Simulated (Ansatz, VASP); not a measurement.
## Two plane-wave programs on EuS

```xyz
2
Lattice="0.0000 2.9785 2.9785 2.9785 0.0000 2.9785 2.9785 2.9785 0.0000" Properties=species:S:1:pos:R:3 pbc="T T T"
Eu    0.0000    0.0000    0.0000
S     2.9785    2.9785    2.9785
```

Alike in both runs: task single point; functional PBE; k mesh 7 × 7 × 7; occupations fermi-dirac, width 0.25 eV; collinear spin; Hubbard terms Eu f U = 3.0 eV.

|  | VASP | Ansatz |
| --- | --- | --- |
| version | VASP 6.6.1 | Ansatz 0.2.0 |
| potentials or method | VASP PAW PBE potentials, release 64 (Eu, S), cutoff 600 eV | plane waves, PAW |
| valence electrons in the cell | 23 | 23 |

Ansatz gave:

* gap on the k mesh at the Fermi level (eV): none
* net moment per atom (μB): 3.48
* size of the moment on the site where the two differ most (μB): 6.80

Task: Estimate VASP's values.

Result: gap on the k mesh at the Fermi level (eV): none; net moment per atom (μB): 3.47; size of the moment on the site where the two differ most (μB): 6.62.

Site moments also hang on the region over which each program counts them. The programs project onto different local orbitals, so the same U acts differently, and such runs can settle in different states. A gap of «none» marks a metal or a gap that the smearing closes. Ansatz's warnings: filled band counts differ across k points, given moment on shells, stability check not made.

Neither program's run includes spin-orbit coupling.
